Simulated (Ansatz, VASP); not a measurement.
One calculation of Al, two programs

```xyz
6
Lattice="2.0240 -2.0240 0.0000 2.0240 0.0000 -2.0240 8.5289 8.5289 8.5289" Properties=species:S:1:pos:R:3 pbc="T T T"
Al    3.3732   -0.6748   -0.6748
Al    7.4211    7.4211    7.4211
Al    3.3732    1.3492    1.3492
Al    7.4211    3.3732    3.3732
Al    3.3732    3.3732    3.3732
Al    7.4211    5.3971    5.3971
```

Alike in both runs: task single point; functional PBE; k mesh 19 × 19 × 4; occupations gaussian, width 0.15 eV; no spin polarisation.

|  | VASP | Ansatz |
| --- | --- | --- |
| version | VASP 6.6.1 | Ansatz 0.2.0 |
| potentials or method | VASP PAW PBE potentials, release 64 (Al), cutoff 520 eV | scalar-relativistic, plane waves, PAW |
| valence electrons in the cell | 18 | 18 |

Ansatz gave:

* gap on the k mesh at the Fermi level (eV): none
* pressure (GPa): -2.0
* traceless stress, the component that is largest in VASP (GPa): -0.05
* rms of the force components (eV/Å): 0.169

Problem. Which values does VASP return?

Solution. gap on the k mesh at the Fermi level (eV): none; pressure (GPa): -2.0; traceless stress, the component that is largest in VASP (GPa): -0.05; rms of the force components (eV/Å): 0.168.

Atom by atom the forces differ by 0.000 eV/Å (rms over components). A gap of «none» marks a metal or a gap that the smearing closes.
